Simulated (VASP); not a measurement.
# Rb (P6_3/mmc) in VASP: notebook, part 2 of 2

VASP 6.6.1. The steps go on from the part before.

### 5 Single point, PBE (84.24 Å³/atom)

This run uses another cell than the first one, of 84.24 Å³/atom.

Contents of INCAR:

```
ALGO = Normal ; EDIFF = 1E-7
ENCUT = 520 ; GGA = PE
ISIF = 2 ; ISMEAR = -1
LASPH = T ; LCHARG = F
LREAL = F ; LWAVE = F
NBANDS = 16 ; NELM = 80
PREC = Accurate ; SIGMA = 0.08
```

Contents of KPOINTS:

```
k-points
0
Gamma
  9 9 5
```

Contents of POSCAR:

```
Rb
1.0
    4.9037318885      0.0000000000      0.0000000000
   -2.4518659442      4.2467563888      0.0000000000
    0.0000000000      0.0000000000      8.0905351890
Rb
2
Direct
    0.3333333333      0.6666666667      0.2500000000
    0.6666666667      0.3333333333      0.7500000000
```

Potentials or basis: VASP PAW PBE potentials, release 64 (Rb_sv).

Launch:

```console
> cat potpaw_PBE.64/Rb_sv/POTCAR > POTCAR
> mpirun -np 1 vasp_std > vasp.out
```

OUTCAR:

```text
EDIFF = 1E-7
   ENCUT = 520
   GGA = PE
   ISIF = 2
   ISMEAR = -1
   LASPH = T
   LREAL = F
   NELM = 80
   PREC = Accurate

 ion  position               nearest neighbor table
   1  0.333  0.667  0.250-   2 4.94   2 4.94   2 4.94   2 4.94   2 4.94   2 4.94
   2  0.667  0.333  0.750-   1 4.94   1 4.94   1 4.94   1 4.94   1 4.94   1 4.94

  LATTYP: Found a hexagonal cell.
 ALAT       =     4.9037318885
 C/A-ratio  =     1.6498730707

[... 642 lines left out ...]
     16       4.2921      0.00000

 [... further k-points ...]

------------------------ aborting loop because EDIFF is reached ----------------------------------------

  FORCE on cell =-STRESS in cart. coord.  units (eV):
  Direction    XX          YY          ZZ          XY          YZ          ZX
  --------------------------------------------------------------------------------------
  -------------------------------------------------------------------------------------
  Total        0.2737114      0.2737114      0.2754646      0.0000000     -0.0000000      0.0000000
  in kB        2.6028079      2.6028079      2.6194799      0.0000000     -0.0000000      0.0000000
  external PRESSURE =       2.6083653 kB  Pullay stress =       0.0000000 kB

 VOLUME and BASIS-vectors are now :
 -----------------------------------------------------------------------------
  energy-cutoff  :      520.00
  volume of cell :      168.49
      direct lattice vectors                 reciprocal lattice vectors
     4.903731889  0.000000000  0.000000000     0.203926320  0.117736916  0.000000000
    -2.451865944  4.246756389  0.000000000     0.000000000  0.235473832  0.000000000
     0.000000000  0.000000000  8.090535189     0.000000000  0.000000000  0.123601218

 POSITION                                       TOTAL-FORCE (eV/Angst)
 -----------------------------------------------------------------------------------
     -0.00000      2.83117      2.02263         0.000000     -0.000000      0.000000
      2.45187      1.41559      6.06790        -0.000000      0.000000      0.000000
 -----------------------------------------------------------------------------------
    total drift:                               -0.000000      0.000000     -0.000000

  FREE ENERGIE OF THE ION-ELECTRON SYSTEM (eV)
  ---------------------------------------------------
  free  energy   TOTEN  =        -1.8841732987 eV

  energy  without entropy=       -1.8506359924  energy(sigma->0) =       -1.86740465
```

OSZICAR:

```text
N       E                     dE             d eps       ncg     rms          rms(c)
DAV:   1     0.113749462288E+03    0.11375E+03   -0.70312E+03  1152   0.865E+02
DAV:   2     0.998996944633E+01   -0.10376E+03   -0.10020E+03  1560   0.185E+02
DAV:   3    -0.875583896754E+00   -0.10866E+02   -0.10782E+02  1592   0.572E+01
DAV:   4    -0.187351296140E+01   -0.99793E+00   -0.99772E+00  1992   0.125E+01
DAV:   5    -0.188220792244E+01   -0.86950E-02   -0.86947E-02  1632   0.123E+00    0.191E+00
DAV:   6    -0.188261531074E+01   -0.40739E-03   -0.59980E-03  1664   0.380E-01    0.116E+00
DAV:   7    -0.188395838944E+01   -0.13431E-02   -0.57770E-03  1536   0.412E-01    0.730E-02
DAV:   8    -0.188413684542E+01   -0.17846E-03   -0.31356E-04  1696   0.101E-01    0.290E-02
DAV:   9    -0.188417136063E+01   -0.34515E-04   -0.43579E-05  1688   0.447E-02    0.804E-03
DAV:  10    -0.188417339702E+01   -0.20364E-05   -0.89616E-06  1592   0.159E-02    0.286E-03
DAV:  11    -0.188417326187E+01    0.13515E-06   -0.44308E-07  1664   0.377E-03    0.608E-04
DAV:  12    -0.188417329870E+01   -0.36827E-07   -0.31356E-08  1184   0.917E-04
   1 F= -.18841733E+01 E0= -.18674046E+01  d E =-.335373E-01
```

It took 66 s on 1 thread of AMD EPYC 9755, shared host; peak memory 0.25 GiB.

What came out:

```
Free energy            : -1.8842 eV
Pressure               : 0.3 GPa
Band gap on the k mesh : zero (bands 9 and 10 overlap by 2.05 eV)
```

### 6 Single point, PBE

This run uses another cell than the first one, of 91.57 Å³/atom.

Contents of INCAR:

```
PREC = Accurate
ENCUT = 520
EDIFF = 1E-7
ISMEAR = -1
SIGMA = 0.08
LREAL = F
LASPH = T
NELM = 100
ALGO = Normal
ISIF = 2
LWAVE = F
LCHARG = F
GGA = PE
NBANDS = 16
```

Contents of KPOINTS:

```
regular mesh
0
Gamma
  9 9 5
```

Contents of POSCAR:

```
Rb
1.0
    5.0419373083      0.0000000000      0.0000000000
   -2.5209686541      4.3664457933      0.0000000000
    0.0000000000      0.0000000000      8.3185565892
Rb
2
Direct
    0.3333333333      0.6666666667      0.2500000000
    0.6666666667      0.3333333333      0.7500000000
```

Potentials or basis: VASP PAW PBE potentials, release 64 (Rb_sv).

Launch:

```console
> cat potpaw_PBE.64/Rb_sv/POTCAR > POTCAR
> mpirun -np 1 vasp_std > vasp.out
```

OUTCAR:

```text
PREC = Accurate
   ENCUT = 520
   EDIFF = 1E-7
   ISMEAR = -1
   LREAL = F
   LASPH = T
   NELM = 100
   ISIF = 2
   GGA = PE

 ion  position               nearest neighbor table
   1  0.333  0.667  0.250-   2 5.08   2 5.08   2 5.08   2 5.08   2 5.08   2 5.08
   2  0.667  0.333  0.750-   1 5.08   1 5.08   1 5.08   1 5.08   1 5.08   1 5.08

  LATTYP: Found a hexagonal cell.
 ALAT       =     5.0419373083
 C/A-ratio  =     1.6498730707

  Lattice vectors:

[... 644 lines left out ...]

------------------------ aborting loop because EDIFF is reached ----------------------------------------

  FORCE on cell =-STRESS in cart. coord.  units (eV):
  Direction    XX          YY          ZZ          XY          YZ          ZX
  --------------------------------------------------------------------------------------
  -------------------------------------------------------------------------------------
  Total       -0.0046971     -0.0046971     -0.0048069     -0.0000000     -0.0000000      0.0000000
  in kB       -0.0410927     -0.0410927     -0.0420539     -0.0000000     -0.0000000      0.0000000
  external PRESSURE =      -0.0414131 kB  Pullay stress =       0.0000000 kB

 VOLUME and BASIS-vectors are now :
 -----------------------------------------------------------------------------
  energy-cutoff  :      520.00
  volume of cell :      183.14
      direct lattice vectors                 reciprocal lattice vectors
     5.041937308  0.000000000  0.000000000     0.198336461  0.114509609  0.000000000
    -2.520968654  4.366445793  0.000000000     0.000000000  0.229019218  0.000000000
     0.000000000  0.000000000  8.318556589     0.000000000  0.000000000  0.120213163

 POSITION                                       TOTAL-FORCE (eV/Angst)
 -----------------------------------------------------------------------------------
     -0.00000      2.91096      2.07964        -0.000000      0.000000      0.000000
      2.52097      1.45548      6.23892         0.000000     -0.000000      0.000000
 -----------------------------------------------------------------------------------
    total drift:                               -0.000000      0.000000     -0.000000

  FREE ENERGIE OF THE ION-ELECTRON SYSTEM (eV)
  ---------------------------------------------------
  free  energy   TOTEN  =        -1.8953025876 eV

  energy  without entropy=       -1.8604743070  energy(sigma->0) =       -1.87788845
```

OSZICAR:

```text
N       E                     dE             d eps       ncg     rms          rms(c)
DAV:   1     0.114854647029E+03    0.11485E+03   -0.68701E+03  1152   0.851E+02
DAV:   2     0.100826287068E+02   -0.10477E+03   -0.10152E+03  1520   0.184E+02
DAV:   3    -0.966363841559E+00   -0.11049E+02   -0.11023E+02  1672   0.579E+01
DAV:   4    -0.188668063849E+01   -0.92032E+00   -0.91995E+00  1912   0.114E+01
DAV:   5    -0.189226171730E+01   -0.55811E-02   -0.55808E-02  1648   0.108E+00    0.170E+00
DAV:   6    -0.189335283657E+01   -0.10911E-02   -0.42538E-03  1632   0.343E-01    0.103E+00
DAV:   7    -0.189506159632E+01   -0.17088E-02   -0.52967E-03  1480   0.395E-01    0.648E-02
DAV:   8    -0.189527167601E+01   -0.21008E-03   -0.27773E-04  1728   0.102E-01    0.234E-02
DAV:   9    -0.189530162462E+01   -0.29949E-04   -0.28438E-05  1640   0.356E-02    0.750E-03
DAV:  10    -0.189530252591E+01   -0.90129E-06   -0.81493E-06  1544   0.150E-02    0.154E-03
DAV:  11    -0.189530258759E+01   -0.61686E-07   -0.32828E-07  1512   0.304E-03
   1 F= -.18953026E+01 E0= -.18778884E+01  d E =-.348283E-01
```

It took 70 s on 1 thread of AMD EPYC 9755, shared host; peak memory 0.3 GiB.

What came out:

```yaml
Free_energy: -1.8953 eV
Pressure: 0.0 GPa
Band_gap_on_the_k_mesh: zero (bands 9 and 10 overlap by 2.00 eV)
```

### 7 Summary

| task | cell | cutoff (eV) | gap on the mesh (eV) | pressure (GPa) |
| --- | --- | --- | --- | --- |
| relaxation of cell and atoms | relaxed from a = 5.066, b = 5.066, c = 8.208 Å, angles 90.0, 90.0, 120.0°, 2 atoms | 600 | none | 0.0 |
| single point | a = 4.757, b = 4.757, c = 7.849 Å, angles 90.0, 90.0, 120.0°, 2 atoms | 520 | none | 0.7 |
| single point | a = 4.904, b = 4.904, c = 8.091 Å, angles 90.0, 90.0, 120.0°, 2 atoms | 520 | none | 0.3 |
| single point | a = 5.042, b = 5.042, c = 8.319 Å, angles 90.0, 90.0, 120.0°, 2 atoms | 520 | none | 0.0 |

Alike in all rows: level PBE; potentials or basis VASP PAW PBE potentials, release 64 (Rb_sv); no spin polarisation; k mesh 9 × 9 × 5; smearing fermi-dirac 0.08 eV.

Total energies depend on the potentials used, so only differences within one code and one set of settings carry meaning.
